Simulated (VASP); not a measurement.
Runs of VASP 6.6.1 on CaSe. The structure is that of space group Fm-3m (No. 225), or close to it. The cells are those of the table. 

```csv
task,cell,cutoff (eV),gap on the mesh (eV),pressure (GPa)
single point,"a = 3.890 Å, angles 60.0, 60.0, 90.0°, 2 atoms",520,1.22,15.4
relaxation of cell and atoms,"relaxed to 4 GPa from a = 4.150 Å, angles 60.0, 60.0, 90.0°, 2 atoms",600,1.69,4.0
single point,"a = 4.209 Å, angles 60.0, 60.0, 90.0°, 2 atoms",520,(b),-1.9
single point,"a = 4.058 Å, angles 60.0, 60.0, 90.0°, 2 atoms",520,1.67,4.2
relaxation of cell and atoms,"relaxed to 7 GPa from a = 4.150 Å, angles 60.0, 60.0, 90.0°, 2 atoms",600,1.55,7.0
relaxation of cell and atoms,"relaxed to 10 GPa from a = 4.150 Å, angles 60.0, 60.0, 90.0°, 2 atoms",600,(a),10.0
single point,"a = 4.101 Å, angles 60.0, 60.0, 90.0°, 2 atoms",520,(c),2.2
relaxation of cell and atoms,"relaxed to -2 GPa from a = 4.150 Å, angles 60.0, 60.0, 90.0°, 2 atoms",600,1.98,-2.0
```

Alike in all rows: level PBEsol; potentials or basis VASP PAW PBE potentials, release 64 (Ca_sv, Se); no spin polarisation; k mesh 8 × 8 × 8; smearing gaussian 0.01 eV.

Q: Fill in the values left out.

A: (a) 1.43; (b) 1.97; (c) 1.77.

Caveats: the PAW data sets were made with another functional, which shifts forces and pressure a little; the cell is relaxed towards a set pressure, so the run minimises the enthalpy, not the energy (at least some runs); the cell stands under pressure (at least some runs).

A k mesh can miss the band edges, and the runs leave out spin-orbit coupling on Se.
